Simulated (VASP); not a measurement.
A run of VASP 6.6.1:

Contents of INCAR:

```
SYSTEM = C
PREC = Accurate
ENCUT = 520
EDIFF = 1E-7
ISMEAR = -1
SIGMA = 0.02
LREAL = .False.
LASPH = .True.
NELM = 60
ALGO = Normal
ISIF = 2
LWAVE = .False.
LCHARG = .False.
NBANDS = 16
```

The input KPOINTS:

```
Automatic mesh
0
Gamma
  15 15 5
  0 0 0
```

The input POSCAR:

```
C
1.0
    1.2280479700     -2.1270618200      0.0000000000
    1.2280479700      2.1270618200      0.0000000000
    0.0000000000      0.0000000000      7.1732677600
C
4
Direct
    0.9166205400      0.0833794600      0.7670782479
    0.4166205400      0.5833794600      0.2468624000
    0.0833794600      0.9166205400      0.2468624000
    0.5833794600      0.4166205400      0.7531376000
```

Potentials or basis: VASP PAW LDA potentials, release 64 (C).

Launch:

```console
$ cat potpaw_LDA.64/C/POTCAR > POTCAR
$ mpirun -np 1 vasp_std > vasp.out
```

Hardware: 1 thread of AMD EPYC 7R43 64-Core Processor (Zen 3) (shared host).

Estimate the wall time of this run.

Wall time 3.2 min on 1 thread of AMD EPYC 7R43 64-Core Processor (Zen 3), with other jobs on the host, peak memory 0.18 GiB. Counts: scf iterations 13, k points 304.
